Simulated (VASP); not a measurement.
# CdAu2 (Fd-3m) in VASP: further runs

The runs below take CdAu2 through single point, relaxation of cell and atoms, with PBE.

Everything below comes from runs of VASP 6.6.1. Logs are shortened: lines on timing, memory, paths and dates and some standing lists are left out, and cuts for length are marked.

### Step 1. The cell of the first run

The structure is cubic, space group Fd-3m (No. 227). Conventional cell: a = 7.882 Å, b = 7.882 Å, c = 7.882 Å, α = 90.00°, β = 90.00°, γ = 90.00°. Within 4.3 Å of Cd (site symmetry -43m) lie 12 Au at 3.27 Å and 4 Cd at 3.41 Å. Au (site symmetry -3m) has 6 Au at 2.79 Å and 6 Cd at 3.27 Å within 3.7 Å.

### Step 2. Single point, PBE

Input file INCAR:

```
SYSTEM = CdAu2
  ALGO = Normal
  EDIFF = 1E-6
  ENCUT = 520
  GGA = PE
  ISIF = 2
  ISMEAR = 0
  LASPH = .TRUE.
  LCHARG = .FALSE.
  LREAL = .FALSE.
  LWAVE = .FALSE.
  NBANDS = 43
  NELM = 100
  PREC = Accurate
  SIGMA = 0.1
```

Input file KPOINTS:

```
k-points
0
G
  4 4 4
  0 0 0
```

Input file POSCAR:

```
CdAu2
1.0
    0.0000000000      3.9412094581      3.9412094581
    3.9412094581      0.0000000000      3.9412094581
    3.9412094581      3.9412094581      0.0000000000
Cd Au
2 4
Direct
    0.0000000000      0.0000000000      0.0000000000
    0.2500000000      0.2500000000      0.2500000000
    0.6250000000      0.6250000000      0.6250000000
    0.1250000000      0.6250000000      0.6250000000
    0.6250000000      0.6250000000      0.1250000000
    0.6250000000      0.1250000000      0.6250000000
```

Potentials or basis: VASP PAW PBE potentials, release 64 (Cd, Au).

Launch:

```console
> cat potpaw_PBE.64/Cd/POTCAR potpaw_PBE.64/Au/POTCAR > POTCAR
> mpirun -np 1 vasp_std > vasp.out
```

OUTCAR:

```text
SYSTEM = CdAu2
   EDIFF = 1E-6
   ENCUT = 520
   GGA = PE
   ISIF = 2
   ISMEAR = 0
   LASPH = .TRUE.
   LREAL = .FALSE.
   NELM = 100
   PREC = Accurate

 ion  position               nearest neighbor table
   1  0.000  0.000  0.000-   3 3.27   5 3.27   6 3.27   3 3.27   4 3.27   5 3.27   3 3.27   4 3.27
                             6 3.27   4 3.27   6 3.27   5 3.27   2 3.41   2 3.41   2 3.41   2 3.41
   2  0.250  0.250  0.250-   4 3.27   6 3.27   3 3.27   4 3.27   6 3.27   3 3.27   4 3.27   5 3.27
                             3 3.27   5 3.27   6 3.27   5 3.27   1 3.41   1 3.41   1 3.41   1 3.41
   3  0.625  0.625  0.625-   4 2.79   5 2.79   6 2.79   5 2.79   6 2.79   4 2.79   1 3.27   2 3.27
                             1 3.27   2 3.27   1 3.27   2 3.27
   4  0.125  0.625  0.625-   3 2.79   5 2.79   6 2.79   3 2.79   5 2.79   6 2.79   2 3.27   1 3.27
                             1 3.27   2 3.27   2 3.27   1 3.27
   5  0.625  0.625  0.125-   3 2.79   3 2.79   4 2.79   6 2.79   6 2.79   4 2.79   1 3.27   2 3.27
                             1 3.27   2 3.27   1 3.27   2 3.27
   6  0.625  0.125  0.625-   3 2.79   5 2.79   3 2.79   4 2.79   5 2.79   4 2.79   2 3.27   1 3.27
                             2 3.27   2 3.27   1 3.27   1 3.27

  LATTYP: Found a face centered cubic cell.
 ALAT       =     7.8824189162

  Lattice vectors:

 A1 = (   0.0000000000,   3.9412094581,   3.9412094581)
 A2 = (   3.9412094581,   0.0000000000,   3.9412094581)
 A3 = (   3.9412094581,   3.9412094581,   0.0000000000)

Analysis of symmetry for initial positions (statically):
=====================================================================
 Subroutine PRICEL returns:
 Original cell was already a primitive cell.

 Routine SETGRP: Setting up the symmetry group for a
 face centered cubic supercell.

 Subroutine GETGRP returns: Found 48 space group operations
 (whereof 24 operations were pure point group operations)
 out of a pool of 48 trial point group operations.

The static configuration has the point symmetry T_d .
 The point group associated with its full space group is O_h .

Analysis of symmetry for dynamics (positions and initial velocities):
=====================================================================
 Subroutine PRICEL returns:
 Original cell was already a primitive cell.

 Routine SETGRP: Setting up the symmetry group for a
 face centered cubic supercell.

 Subroutine GETGRP returns: Found 48 space group operations
 (whereof 24 operations were pure point group operations)
 out of a pool of 48 trial point group operations.

The dynamic configuration has the point symmetry T_d .
 The point group associated with its full space group is O_h .

 Subroutine INISYM returns: Found 48 space group operations
 (whereof 24 operations are pure point group operations),
 and found     1 'primitive' translations

----------------------------------------------------------------------------------------

                                     Primitive cell

  volume of cell :     122.4387

  direct lattice vectors                    reciprocal lattice vectors
     0.000000000  3.941209458  3.941209458    -0.126864610  0.126864610  0.126864610
     3.941209458  0.000000000  3.941209458     0.126864610 -0.126864610  0.126864610
     3.941209458  3.941209458  0.000000000     0.126864610  0.126864610 -0.126864610

  length of vectors
     5.573711868  5.573711868  5.573711868     0.219735950  0.219735950  0.219735950

  position of ions in fractional coordinates (direct lattice)
     0.000000000  0.000000000  0.000000000
     0.250000000  0.250000000  0.250000000
     0.625000000  0.625000000  0.625000000
     0.125000000  0.625000000  0.625000000
     0.625000000  0.625000000  0.125000000
     0.625000000  0.125000000  0.625000000

  ion indices of the primitive-cell ions
   primitive index   ion index
                 1           1
                 2           2
                 3           3
                 4           4
                 5           5
                 6           6

----------------------------------------------------------------------------------------

 KPOINTS: k-points

Automatic generation of k-mesh.
 Grid dimensions read from file:
 generate k-points for:    4    4    4

 Generating k-lattice:

  Cartesian coordinates                     Fractional coordinates (reciprocal lattice)
    -0.031716152  0.031716152  0.031716152     0.250000000  0.000000000  0.000000000
     0.031716152 -0.031716152  0.031716152     0.000000000  0.250000000  0.000000000
     0.031716152  0.031716152 -0.031716152     0.000000000  0.000000000  0.250000000

  Length of vectors
     0.054933987  0.054933987  0.054933987

  Shift w.r.t. Gamma in fractional coordinates (k-lattice)
     0.000000000  0.000000000  0.000000000

 Subroutine IBZKPT returns following result:
 ===========================================

 Found      8 irreducible k-points:

 Following reciprocal coordinates:
            Coordinates               Weight
  0.000000  0.000000  0.000000      1.000000
  0.250000  0.000000  0.000000      8.000000
  0.500000  0.000000  0.000000      4.000000
  0.250000  0.250000  0.000000      6.000000
  0.500000  0.250000  0.000000     24.000000
 -0.250000  0.250000  0.000000     12.000000
  0.500000  0.500000  0.000000      3.000000
 -0.250000  0.500000  0.250000      6.000000
   k-points           NKPTS =      8   k-points in BZ     NKDIM =      8   number of bands    NBANDS=     43
   number of dos      NEDOS =    301   number of ions     NIONS =      6
   total plane-waves  NPLWV =  74088
   dimension x,y,z NGX =    42 NGY =   42 NGZ =   42
   dimension x,y,z NGXF=    84 NGYF=   84 NGZF=   84
   ions per type =               2   4
   NGX,Y,Z   is equivalent  to a cutoff of  12.53, 12.53, 12.53 a.u.
   NGXF,Y,Z  is equivalent  to a cutoff of  25.05, 25.05, 25.05 a.u.
 SYSTEM =  CdAu2
   PREC   = accura    normal or accurate (medium, high low for compatibility)
   ISTART =      0    job   : 0-new  1-cont  2-samecut
   ICHARG =      2    charge: 1-file 2-atom 10-const
   ISPIN  =      1    spin polarized calculation?
   LNONCOLLINEAR =      F non collinear calculations
   LSORBIT =      F    spin-orbit coupling
   LASPH  =      T    aspherical Exc in radial PAW
   ENCUT  =  520.0 eV  38.22 Ry    6.18 a.u.  10.36 10.36 10.36*2*pi/ulx,y,z
   NELM   =    100;   NELMIN=  2; NELMDL= -5     # of ELM steps
   EDIFF  = 0.1E-05   stopping-criterion for ELM
   LREAL  =      F    real-space projection
   EDIFFG = 0.1E-04   stopping-criterion for IOM
   NSW    =      0    number of steps for IOM
   IBRION =     -1    ionic relax: 0-MD 1-quasi-New 2-CG
   NFREE  =      0    steps in history (QN), initial steepest desc. (CG)
   ISIF   =      2    stress and relaxation
   ISYM   =      2    0-nonsym 1-usesym 2-fastsym
   POTIM  = 0.5000    time-step for ionic-motion
   TEBEG  =    0.0;   TEEND  =   0.0 temperature during run
   PSTRESS=    0.0 pullay stress
   NELECT =      68.0000    total number of electrons
   NUPDOWN=      -1.0000    fix difference up-down
   EMIN   =  10.00;   EMAX   =-10.00  energy-range for DOS
   EFERMI =   0.00;   METHOD = LEGACY
   ISMEAR =     0;   SIGMA  =   0.10  broadening in eV -4-tet -1-fermi 0-gaus
   EFERMI_NEDOS =   21; number of points for ismear=-14 and -15
   IALGO  =     38    algorithm
   IMIX   =      4    mixing-type and parameters
     AMIX     =   0.40;   BMIX     =  1.00
     AMIX_MAG =   1.60;   BMIX_MAG =  1.00
  volume/ion in A,a.u.               =      20.41       137.71
  Fermi-wavevector in a.u.,A,eV,Ry     =   1.345669  2.542946 24.637775  1.810825
  Thomas-Fermi vector in A             =   2.473563
   LORBIT       =      0    0 simple, 1 ext, 2 COOP (PROOUT), +10 PAW based schemes
   GGA     = PE    functional components
   LHFCALC =     F    Hartree Fock is set to
   AEXX    =    0.0000 exact exchange contribution
   IVDW    =     0    specifies the selected vdW correction
   LEPSILON=     F    determine dielectric tensor
   LRPA    =     F    only Hartree local field effects (RPA)
 non-spin polarized calculation
 Gauss-broadening in eV      SIGMA  =   0.10
  energy-cutoff  :      520.00
  volume of cell :      122.44
 maximum number of plane-waves:      3327
 NGX is ok and might be reduce to    42
   NGX = 21   NGY = 21   NGZ = 21

 number of electron      67.9999974 magnetization

 Free energy of the ion-electron system (eV)
  ---------------------------------------------------
  ext. energy  EPLUGINS =         0.00000000
  ---------------------------------------------------
  free energy    TOTEN  =       -14.74076003 eV

  energy without entropy =      -14.71632093  energy(sigma->0) =      -14.72854048

 E-fermi :   5.8380     XC(G=0): -11.4950

 val. band max:        5.7209847834   @ k =   0.5000   0.5000   0.0000
 cond. band min:       5.8575404836   @ k =   0.2500   0.2500   0.0000
 fundamental gap:      0.1365557001
 Fermi energy:         5.8380117258

 k-point     1 :       0.0000    0.0000    0.0000
  band No.  band energies     occupation
      1      -3.2133      2.00000
      2      -2.7760      2.00000
      3      -2.7760      2.00000
      4      -2.7760      2.00000
      5      -2.7285      2.00000
      6      -2.7285      2.00000
[... 35 lines left out ...]
     42       9.6637      0.00000
     43      10.9558      0.00000

 k-point     2 :       0.2500    0.0000    0.0000
  band No.  band energies     occupation
      1      -2.8301      2.00000
      2      -2.8097      2.00000
      3      -2.8097      2.00000
      4      -2.6839      2.00000
      5      -2.6839      2.00000
      6      -2.6421      2.00000
[... 35 lines left out ...]
     42      12.0152      0.00000
     43      12.9146      0.00000

 k-point     3 :       0.5000    0.0000    0.0000
  band No.  band energies     occupation
      1      -2.8299      2.00000
      2      -2.7646      2.00000
      3      -2.7646      2.00000
      4      -2.7401      2.00000
      5      -2.7401      2.00000
      6      -2.5459      2.00000
[... 183 lines left out ...]
      6      -2.6043      2.00000
[... 35 lines left out ...]
     42      13.5379      0.00000
     43      13.7855      0.00000

 k-point     8 :      -0.2500    0.5000    0.2500
  band No.  band energies     occupation
      1      -2.8625      2.00000
      2      -2.8625      2.00000
      3      -2.6838      2.00000
      4      -2.6838      2.00000
      5      -2.6450      2.00000
      6      -2.6450      2.00000
[... 35 lines left out ...]
     42      13.1855      0.00000
     43      13.4549      0.00000

------------------------ aborting loop because EDIFF is reached ----------------------------------------

  FORCE on cell =-STRESS in cart. coord.  units (eV):
  Direction    XX          YY          ZZ          XY          YZ          ZX
  --------------------------------------------------------------------------------------
  -------------------------------------------------------------------------------------
  Total       -0.1382485     -0.1382485     -0.1382485     -0.0000000      0.0000000     -0.0000000
  in kB       -1.8090573     -1.8090573     -1.8090573     -0.0000000      0.0000000     -0.0000000
  external PRESSURE =      -1.8090573 kB  Pullay stress =       0.0000000 kB

 VOLUME and BASIS-vectors are now :
 -----------------------------------------------------------------------------
  energy-cutoff  :      520.00
  volume of cell :      122.44
      direct lattice vectors                 reciprocal lattice vectors
     0.000000000  3.941209458  3.941209458    -0.126864610  0.126864610  0.126864610
     3.941209458  0.000000000  3.941209458     0.126864610 -0.126864610  0.126864610
     3.941209458  3.941209458  0.000000000     0.126864610  0.126864610 -0.126864610

 POSITION                                       TOTAL-FORCE (eV/Angst)
 -----------------------------------------------------------------------------------
      0.00000      0.00000      0.00000         0.000000      0.000000      0.000000
      1.97060      1.97060      1.97060        -0.000000      0.000000      0.000000
      4.92651      4.92651      4.92651        -0.000000     -0.000000     -0.000000
      4.92651      2.95591      2.95591        -0.000000     -0.000000     -0.000000
      2.95591      2.95591      4.92651        -0.000000     -0.000000     -0.000000
      2.95591      4.92651      2.95591        -0.000000     -0.000000     -0.000000
 -----------------------------------------------------------------------------------
    total drift:                                0.000000      0.000000      0.000000

  FREE ENERGIE OF THE ION-ELECTRON SYSTEM (eV)
  ---------------------------------------------------
  free  energy   TOTEN  =       -14.7407600292 eV

  energy  without entropy=      -14.7163209276  energy(sigma->0) =      -14.72854048
```

Run time: 34 s. Hardware: 1 thread of Intel Xeon Platinum 8375C at 2.90GHz (Ice Lake), shared host; peak memory 0.26 GiB.

What came out:

```
Free energy            : -14.7408 eV
Pressure               : -0.2 GPa
Band gap on the k mesh : zero (bands 34 and 35 overlap by 0.90 eV)
```

Caveat: spin-orbit coupling is left out, which moves the levels of the heavy elements.

(Continued in part 2 of 2.)

The gap in the log of VASP goes by the Fermi energy; the results here count the filled bands.